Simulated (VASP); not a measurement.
Input of a VASP 6.6.1 run:

INCAR

```
PREC = Accurate
ENCUT = 520
EDIFF = 1E-6
ISMEAR = 0
SIGMA = 0.05
LREAL = False
LASPH = True
NELM = 60
ALGO = Normal
ISIF = 2
LWAVE = False
LCHARG = False
GGA = PE
NBANDS = 19
```

The input KPOINTS:

```
regular mesh
0
Gamma
  8 8 8
```

POSCAR

```
HfSi3
1.0
    3.9735079819      0.0000000000      0.0000000000
    0.0000000000      3.9735079819      0.0000000000
    0.0000000000      0.0000000000      3.9735079819
Hf Si
1 3
Direct
    0.0000000000      0.0000000000      0.0000000000
    0.0000000000      0.5000000000      0.5000000000
    0.5000000000      0.5000000000      0.0000000000
    0.5000000000      0.0000000000      0.5000000000
```

Potentials or basis: VASP PAW PBE potentials, release 64 (Hf_pv, Si).

Launch:

```bash
$ cat potpaw_PBE.64/Hf_pv/POTCAR potpaw_PBE.64/Si/POTCAR > POTCAR
$ mpirun -np 1 vasp_std > vasp.out
```

Problem. Predict the pressure.

Solution. -0.2 GPa.

Problem. Estimate the band gap on the k mesh.

Solution. Zero (band 11 reaches 10.10 eV, above the bottom of band 12 at 8.13 eV).

Caveat: spin-orbit coupling is left out, which moves the levels of the heavy elements.
